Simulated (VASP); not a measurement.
# KI (Cmcm) in VASP: single point with PBEsol

Aim: the single point of KI with PBEsol.

Program: VASP 6.6.1. These are calculated values, not measurements. Logs are shortened: lines on timing, memory, paths and dates and some standing lists are left out, and cuts for length are marked.

## (1) The cell of the first run

Symmetry: Cmcm, No. 63, orthorhombic system. The conventional cell has a = 5.025 Å, b = 8.510 Å, c = 8.677 Å, α = 90.00°, β = 90.00°, γ = 90.00°. Within 4.7 Å of K (site symmetry 2/m) lie 6 I at 3.59 to 3.62 Å and 2 K at 4.34 Å. I (site symmetry m2m) has 6 K at 3.59 to 3.62 Å within 4.7 Å.

## (2) Single point, PBEsol

INCAR reads:

```
PREC = Accurate
ENCUT = 500
EDIFF = 1E-6
ISMEAR = 0
SIGMA = 0.01
LREAL = F
LASPH = T
NELM = 120
ALGO = Normal
ISIF = 2
LWAVE = F
LCHARG = T
GGA = PS
LELF = T
LVHAR = T
NBANDS = 24
GGA_COMPAT = F
```

KPOINTS reads:

```
Automatic mesh
0
Gamma
  3 3 2
```

POSCAR reads:

```
KI
1.0
    2.5126600000     -4.2552270000      0.0000000000
    2.5126600000      4.2552270000      0.0000000000
    0.0000000000      0.0000000000      8.6765890000
K I
2 2
Direct
    0.5000000000      0.5000000000      0.5000000000
    0.5000000000      0.5000000000      0.0000000000
    0.8402300000      0.1597700000      0.2500000000
    0.1597700000      0.8402300000      0.7500000000
```

Potentials or basis: VASP PAW PBE potentials, release 64 (K_sv, I).

Command:

```
$ cat potpaw_PBE.64/K_sv/POTCAR potpaw_PBE.64/I/POTCAR > POTCAR
$ mpirun -np 1 vasp_std > vasp.out
```

OUTCAR:

```text
PREC = Accurate
   ENCUT = 500
   EDIFF = 1E-6
   ISMEAR = 0
   LREAL = F
   LASPH = T
   NELM = 120
   ISIF = 2
   GGA = PS

 ion  position               nearest neighbor table
   1  0.500  0.500  0.500-   4 3.59   3 3.59   4 3.59   3 3.59   3 3.62   4 3.62
   2  0.500  0.500  0.000-   4 3.59   3 3.59   4 3.59   3 3.59   3 3.62   4 3.62
   3  0.840  0.160  0.250-   1 3.59   2 3.59   1 3.59   2 3.59   1 3.62   2 3.62
   4  0.160  0.840  0.750-   1 3.59   2 3.59   1 3.59   2 3.59   1 3.62   2 3.62

  LATTYP: Found a base centered orthorhombic cell.
 ALAT       =     5.0253200000
 B/A-ratio  =     1.6935148408
 C/A-ratio  =     1.7265744271

  Lattice vectors:

 A1 = (   2.5126600000,  -4.2552270000,   0.0000000000)
 A2 = (   2.5126600000,   4.2552270000,   0.0000000000)
 A3 = (   0.0000000000,   0.0000000000,   8.6765890000)

Analysis of symmetry for initial positions (statically):
=====================================================================
 Subroutine PRICEL returns:
 Original cell was already a primitive cell.

 Routine SETGRP: Setting up the symmetry group for a
 base centered orthorhombic supercell.

 Subroutine GETGRP returns: Found  8 space group operations
 (whereof  4 operations were pure point group operations)
 out of a pool of  8 trial point group operations.

The static configuration has the point symmetry C_2h.
 The point group associated with its full space group is D_2h.

Analysis of symmetry for dynamics (positions and initial velocities):
=====================================================================
 Subroutine PRICEL returns:
 Original cell was already a primitive cell.

 Routine SETGRP: Setting up the symmetry group for a
 base centered orthorhombic supercell.

 Subroutine GETGRP returns: Found  8 space group operations
 (whereof  4 operations were pure point group operations)
 out of a pool of  8 trial point group operations.

The dynamic configuration has the point symmetry C_2h.
 The point group associated with its full space group is D_2h.

 Subroutine INISYM returns: Found  8 space group operations
 (whereof  4 operations are pure point group operations),
 and found     1 'primitive' translations

----------------------------------------------------------------------------------------

                                     Primitive cell

  volume of cell :     185.5391

  direct lattice vectors                    reciprocal lattice vectors
[... 74 lines left out ...]
   EDIFF  = 0.1E-05   stopping-criterion for ELM
   LREAL  =      F    real-space projection
   EDIFFG = 0.1E-04   stopping-criterion for IOM
   NSW    =      0    number of steps for IOM
   IBRION =     -1    ionic relax: 0-MD 1-quasi-New 2-CG
   NFREE  =      0    steps in history (QN), initial steepest desc. (CG)
   ISIF   =      2    stress and relaxation
   ISYM   =      2    0-nonsym 1-usesym 2-fastsym
   POTIM  = 0.5000    time-step for ionic-motion
   TEBEG  =    0.0;   TEEND  =   0.0 temperature during run
   PSTRESS=    0.0 pullay stress
   NELECT =      32.0000    total number of electrons
   NUPDOWN=      -1.0000    fix difference up-down
   EMIN   =  10.00;   EMAX   =-10.00  energy-range for DOS
   EFERMI =   0.00;   METHOD = LEGACY
   ISMEAR =     0;   SIGMA  =   0.01  broadening in eV -4-tet -1-fermi 0-gaus
   EFERMI_NEDOS =   21; number of points for ismear=-14 and -15
   IALGO  =     38    algorithm
   IMIX   =      4    mixing-type and parameters
     AMIX     =   0.40;   BMIX     =  1.00
     AMIX_MAG =   1.60;   BMIX_MAG =  1.00
  volume/ion in A,a.u.               =      46.38       313.02
  Fermi-wavevector in a.u.,A,eV,Ry     =   0.911268  1.722048 11.298416  0.830410
  Thomas-Fermi vector in A             =   2.035528
   LORBIT       =      0    0 simple, 1 ext, 2 COOP (PROOUT), +10 PAW based schemes
   GGA     = PS    functional components
   LHFCALC =     F    Hartree Fock is set to
   AEXX    =    0.0000 exact exchange contribution
   IVDW    =     0    specifies the selected vdW correction
   LEPSILON=     F    determine dielectric tensor
   LRPA    =     F    only Hartree local field effects (RPA)
 non-spin polarized calculation
 Gauss-broadening in eV      SIGMA  =   0.01
  energy-cutoff  :      500.00
  volume of cell :      185.54
 maximum number of plane-waves:      4728
   NGX = 19   NGY = 19   NGZ = 31

 number of electron      32.0000000 magnetization

 Free energy of the ion-electron system (eV)
  ---------------------------------------------------
  ext. energy  EPLUGINS =         0.00000000
  ---------------------------------------------------
  free energy    TOTEN  =       -11.51277878 eV

  energy without entropy =      -11.51277878  energy(sigma->0) =      -11.51277878

 E-fermi :  -0.5090     XC(G=0):  -7.1277

 val. band max:       -0.6510692256   @ k =   0.0000   0.0000   0.0000
 cond. band min:       2.9566521601   @ k =   0.0000   0.0000   0.0000
 fundamental gap:      3.6077213858
 Fermi energy:        -0.5089777329

 k-point     1 :       0.0000    0.0000    0.0000
  band No.  band energies     occupation
      1     -29.2346      2.00000
      2     -29.2303      2.00000
      3     -12.9308      2.00000
      4     -12.7818      2.00000
      5     -12.7791      2.00000
      6     -12.7711      2.00000
[... 205 lines left out ...]
     23       6.9493      0.00000
     24       6.9493      0.00000

------------------------ aborting loop because EDIFF is reached ----------------------------------------

  FORCE on cell =-STRESS in cart. coord.  units (eV):
  Direction    XX          YY          ZZ          XY          YZ          ZX
  --------------------------------------------------------------------------------------
  -------------------------------------------------------------------------------------
  Total       -0.8029543     -0.7113449     -0.8479124      0.0000000     -0.0000000      0.0000000
  in kB       -6.9337143     -6.1426440     -7.3219388      0.0000000     -0.0000000      0.0000000
  external PRESSURE =      -6.7994323 kB  Pullay stress =       0.0000000 kB

 VOLUME and BASIS-vectors are now :
 -----------------------------------------------------------------------------
  energy-cutoff  :      500.00
  volume of cell :      185.54
      direct lattice vectors                 reciprocal lattice vectors
     2.512660000 -4.255227000  0.000000000     0.198992303 -0.117502545  0.000000000
     2.512660000  4.255227000  0.000000000     0.198992303  0.117502545  0.000000000
     0.000000000  0.000000000  8.676589000     0.000000000  0.000000000  0.115252664

 POSITION                                       TOTAL-FORCE (eV/Angst)
 -----------------------------------------------------------------------------------
      2.51266      0.00000      4.33829         0.000000      0.000000      0.000000
      2.51266      0.00000      0.00000         0.000000     -0.000000      0.000000
      2.51266     -2.89551      2.16915        -0.000000      0.030029      0.000000
      2.51266      2.89551      6.50744        -0.000000     -0.030029     -0.000000
 -----------------------------------------------------------------------------------
    total drift:                                0.000000     -0.000000     -0.000000

  FREE ENERGIE OF THE ION-ELECTRON SYSTEM (eV)
  ---------------------------------------------------
  free  energy   TOTEN  =       -11.5127787850 eV

  energy  without entropy=      -11.5127787850  energy(sigma->0) =      -11.51277878
```

It took 24 s on 1 thread of Intel Xeon Platinum 8375C at 2.90GHz (Ice Lake), shared host; peak memory 0.28 GiB.

Results:

| Quantity | Value |
| --- | --- |
| Free energy | -11.5128 eV |
| Pressure | -0.7 GPa |
| Largest force | 0.030 eV/Å |
| Band gap on the k mesh | 3.61 eV |

Forces in eV/Å, atoms in the order of the input:
```
K    0.000  0.000  0.000
K    0.000  0.000  0.000
I    0.000  0.030  0.000
I    0.000 -0.030  0.000
```

Stress tensor (GPa, compression positive):
```
-0.69  0.00  0.00
 0.00 -0.61  0.00
 0.00  0.00 -0.73
```

Caveat: the k points lie up to 0.48 Å⁻¹ apart; the PAW data sets were made with another functional, which shifts forces and pressure a little; spin-orbit coupling is left out, which moves the levels of the heavy elements.
